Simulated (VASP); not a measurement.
# SnO in VASP: notebook, part 2 of 2

VASP 6.6.1. Earlier steps stand in the parts before.

## 3. Single point, PBE+D3(BJ) (layers slid over each other)

The input, INCAR:

```
SYSTEM = SnO
PREC = Accurate
ENCUT = 520
EDIFF = 1E-7
ISMEAR = 0
SIGMA = 0.05
LREAL = .False.
LASPH = .True.
NELM = 80
ALGO = Normal
ISIF = 2
LWAVE = .False.
LCHARG = .False.
LDIPOL = .True.
IDIPOL = 3
DIPOL = 0.5 0.5 0.394
GGA = PE
IVDW = 12
NBANDS = 50
```

The input, KPOINTS:

```
regular mesh
0
Gamma
  7 7 1
  0 0 0
```

The input, POSCAR:

```
SnO
1.0
    3.8201715376      0.0000000000      0.0000000000
    0.0000000000      3.8201715376      0.0000000000
    0.0000000000      0.0000000000     22.2260699824
Sn O
4 4
Direct
    0.5000000000      0.0000000000      0.2024649434
    0.0000000000      0.5000000000      0.3087831091
    0.1250000000      0.6250000000      0.4784037394
    0.6250000000      0.1250000000      0.5847219051
    0.0000000000      0.0000000000      0.2556240262
    0.5000000000      0.5000000000      0.2556240262
    0.6250000000      0.6250000000      0.5315628222
    0.1250000000      0.1250000000      0.5315628222
```

Potentials or basis: VASP PAW PBE potentials, release 64 (Sn_d, O).

Launch:

```bash
cat potpaw_PBE.64/Sn_d/POTCAR potpaw_PBE.64/O/POTCAR > POTCAR
mpirun -np 1 vasp_std > vasp.out
```

OUTCAR:

```text
SYSTEM = SnO
   PREC = Accurate
   ENCUT = 520
   EDIFF = 1E-7
   ISMEAR = 0
   LREAL = .False.
   LASPH = .True.
   NELM = 80
   ISIF = 2
   GGA = PE
   IVDW = 12
 IVDW          = 12

 ion  position               nearest neighbor table
   1  0.500  0.000  0.202-   5 2.25   6 2.25   6 2.25   5 2.25   2 3.59   2 3.59   2 3.59   2 3.59

   2  0.000  0.500  0.309-   5 2.25   6 2.25   5 2.25   6 2.25   1 3.59   1 3.59   1 3.59   1 3.59

   3  0.125  0.625  0.478-   7 2.25   8 2.25   8 2.25   7 2.25   4 3.59   4 3.59   4 3.59   4 3.59

   4  0.625  0.125  0.585-   7 2.25   8 2.25   7 2.25   8 2.25   3 3.59   3 3.59   3 3.59   3 3.59

   5  0.000  0.000  0.256-   1 2.25   1 2.25   2 2.25   2 2.25
   6  0.500  0.500  0.256-   1 2.25   1 2.25   2 2.25   2 2.25
   7  0.625  0.625  0.532-   3 2.25   3 2.25   4 2.25   4 2.25
   8  0.125  0.125  0.532-   3 2.25   3 2.25   4 2.25   4 2.25

  LATTYP: Found a simple tetragonal cell.
 ALAT       =     3.8201715376
 C/A-ratio  =     5.8180816656

  Lattice vectors:

[... 196 lines left out ...]
      1     -21.0352      2.00000
      2     -21.0350      2.00000
      3     -20.6750      2.00000
      4     -20.6749      2.00000
      5     -20.6405      2.00000
      6     -20.6401      2.00000
[... 837 lines left out ...]
     49       5.7930      0.00000
     50       6.2439      0.00000

------------------------ aborting loop because EDIFF is reached ----------------------------------------

 vacuum level on the upper side and lower side of the slab       (xc-potential included)        -0.113        -0.112

 Edisp (eV)   -1.27573

 E8    (eV) :    -0.5639

  FORCE on cell =-STRESS in cart. coord.  units (eV):
  Direction    XX          YY          ZZ          XY          YZ          ZX
  --------------------------------------------------------------------------------------
  -------------------------------------------------------------------------------------
  Total       0.46533     0.46533     1.21263     0.04394     0.49231     0.49231
  in kB       2.29848     2.29848     5.98976     0.21702     2.43176     2.43176
  external pressure =        3.53 kB  Pullay stress =        0.00 kB

 VOLUME and BASIS-vectors are now :
 -----------------------------------------------------------------------------
  energy-cutoff  :      520.00
  volume of cell :      324.36
      direct lattice vectors                 reciprocal lattice vectors
     3.820171538  0.000000000  0.000000000     0.261768350  0.000000000  0.000000000
     0.000000000  3.820171538  0.000000000     0.000000000  0.261768350  0.000000000
     0.000000000  0.000000000 22.226069982     0.000000000  0.000000000  0.044992210

 POSITION                                       TOTAL-FORCE (eV/Angst)
 -----------------------------------------------------------------------------------
      1.91009      0.00000      4.50000        -0.009336     -0.009336     -0.079322
      0.00000      1.91009      6.86303        -0.063164     -0.063164     -0.156124
      0.47752      2.38761     10.63303         0.063164      0.063164      0.156124
      2.38761      0.47752     12.99607         0.009336      0.009336      0.079322
      0.00000      0.00000      5.68152         0.018820     -0.047278     -0.008290
      1.91009      1.91009      5.68152        -0.047278      0.018820     -0.008290
      2.38761      2.38761     11.81455         0.047278     -0.018820      0.008290
      0.47752      0.47752     11.81455        -0.018820      0.047278      0.008290
 -----------------------------------------------------------------------------------
    total drift:                               -0.000001     -0.000001     -0.000058

  FREE ENERGIE OF THE ION-ELECTRON SYSTEM (eV)
  ---------------------------------------------------
  free  energy   TOTEN  =       -46.3159269596 eV

  energy  without entropy=      -46.3159269596  energy(sigma->0) =      -46.31592696

 vacuum level on the upper side and lower side of the slab         4.858         4.859
```

OSZICAR:

```text
N       E                     dE             d eps       ncg     rms          rms(c)
DAV:   1     0.947643139932E+03    0.94764E+03   -0.38015E+04  1704   0.181E+03
DAV:   2     0.138198108869E+03   -0.80945E+03   -0.78296E+03  1752   0.497E+02
DAV:   3    -0.384577495260E+02   -0.17666E+03   -0.17044E+03  1964   0.219E+02
[... 15 lines left out ...]
DAV:  19    -0.450401764336E+02   -0.38844E-04   -0.19544E-06  1954   0.107E-02    0.133E-03
DAV:  20    -0.450401914850E+02   -0.15051E-04   -0.55709E-07  1418   0.616E-03    0.166E-03
DAV:  21    -0.450401958434E+02   -0.43585E-05   -0.21342E-07  1226   0.509E-03    0.750E-04
DAV:  22    -0.450401967800E+02   -0.93655E-06   -0.16325E-07  1284   0.286E-03    0.243E-04
DAV:  23    -0.450401968050E+02   -0.25015E-07   -0.22501E-08  1238   0.199E-03
   1 F= -.46315927E+02 E0= -.46315927E+02  d E =-.872685E-19
```

Run time: 5.5 min. Hardware: 1 thread of Intel Xeon Platinum 8124M at 3.00GHz (Skylake/Cascade Lake), shared host; peak memory 0.46 GiB.

Results:

```
Free energy                : -46.3159 eV
Largest force              : 0.180 eV/Å
Band gap on the k mesh     : 2.07 eV (least direct gap 2.33 eV)
Dispersion energy per atom : -0.159 eV
```

Forces on the atoms (eV/Å):
```
Sn  -0.009 -0.009 -0.079
Sn  -0.063 -0.063 -0.156
Sn   0.063  0.063  0.156
Sn   0.009  0.009  0.079
O    0.019 -0.047 -0.008
O   -0.047  0.019 -0.008
O    0.047 -0.019  0.008
O   -0.019  0.047  0.008
```

Levels at points of the mesh, in eV from the valence-band top:
| k point | band 38 | band 39 | band 40 | band 41 | band 42 | band 43 |
| --- | --- | --- | --- | --- | --- | --- |
| (0.00, 0.00, 0.00) | -2.10 | -0.91 | -0.06 | 2.38 | 2.70 | 2.70 |

Caveat: the cell differs from its parent crystal (layers slid over each other); spin-orbit coupling is left out, which moves the levels of the heavy elements.

## 4. Single point, PBE+D3(BJ) (layers slid over each other)

The input, INCAR:

```
PREC     = Accurate       # precision mode
ENCUT    = 520            # plane-wave cutoff, eV
EDIFF    = 1E-6           # SCF threshold, eV
ISMEAR   = 0              # smearing method
SIGMA    = 0.05           # smearing width, eV
LREAL    = F              # projectors in reciprocal space
LASPH    = T              # aspherical terms in the spheres
NELM     = 100            # most SCF steps
ALGO     = Normal         # electronic algorithm
ISIF     = 2              # what is computed and relaxed
LWAVE    = F              # write WAVECAR
LCHARG   = F              # write CHGCAR
LDIPOL   = T            
IDIPOL   = 3            
DIPOL    = 0.5 0.5 0.388
GGA      = PE             # functional
IVDW     = 12             # dispersion correction
NBANDS   = 50             # bands
```

The input, KPOINTS:

```
Automatic mesh
0
Gamma
  7 7 1
```

The input, POSCAR:

```
SnO
1.0
    3.8201715376      0.0000000000      0.0000000000
    0.0000000000      3.8201715376      0.0000000000
    0.0000000000      0.0000000000     22.2260699824
Sn O
4 4
Direct
    0.5000000000      0.0000000000      0.2024649434
    0.0000000000      0.5000000000      0.3087831091
    0.2500000000      0.7500000000      0.4662558428
    0.7500000000      0.2500000000      0.5725740085
    0.0000000000      0.0000000000      0.2556240262
    0.5000000000      0.5000000000      0.2556240262
    0.7500000000      0.7500000000      0.5194149256
    0.2500000000      0.2500000000      0.5194149256
```

Launch:

```bash
cat potpaw_PBE.64/Sn_d/POTCAR potpaw_PBE.64/O/POTCAR > POTCAR
mpirun -np 1 vasp_std > vasp.out
```

Wall time 3.9 min (1 thread of Intel Xeon Platinum 8488C (Sapphire Rapids), shared host); peak memory 0.45 GiB.

It converged, with:

```
Free energy                : -46.4047 eV
Largest force              : 0.155 eV/Å
Band gap on the k mesh     : 2.03 eV (least direct gap 2.41 eV)
Dispersion energy per atom : -0.163 eV
```

Forces on the atoms (eV/Å):
```
Sn  -0.016 -0.016 -0.066
Sn  -0.105 -0.105 -0.047
Sn   0.105  0.105  0.047
Sn   0.016  0.016  0.066
O    0.032 -0.086  0.009
O   -0.086  0.032  0.009
O    0.086 -0.032 -0.009
O   -0.032  0.086 -0.009
```

Levels at points of the mesh, in eV from the valence-band top:
| k point | band 37 | band 38 | band 39 | band 40 | band 41 | band 42 | band 43 | band 44 |
| --- | --- | --- | --- | --- | --- | --- | --- | --- |
| (0.00, 0.00, 0.00) | -2.18 | -2.18 | -1.00 | -0.05 | 2.36 | 2.62 | 2.62 | 4.07 |

Caveat: the cell differs from its parent crystal (layers slid over each other); spin-orbit coupling is left out, which moves the levels of the heavy elements.

## 5. The runs side by side

| cell | gap on the mesh (eV) | largest force (eV/Å) |
| --- | --- | --- |
| as given, atomic positions A | 2.75 | 0.14 |
| as given, atomic positions B | 2.07 | 0.18 |
| as given, atomic positions C | 2.03 | 0.16 |

Alike in all rows: task single point; level PBE+D3(BJ); potentials or basis VASP PAW PBE potentials, release 64 (Sn_d, O); no spin polarisation; k mesh 7 × 7 × 1; cutoff (eV) 520; smearing gaussian 0.05 eV.

Caveats: spin-orbit coupling is left out, which moves the levels of the heavy elements.

Absolute energies hang on the potentials; compare differences alone.
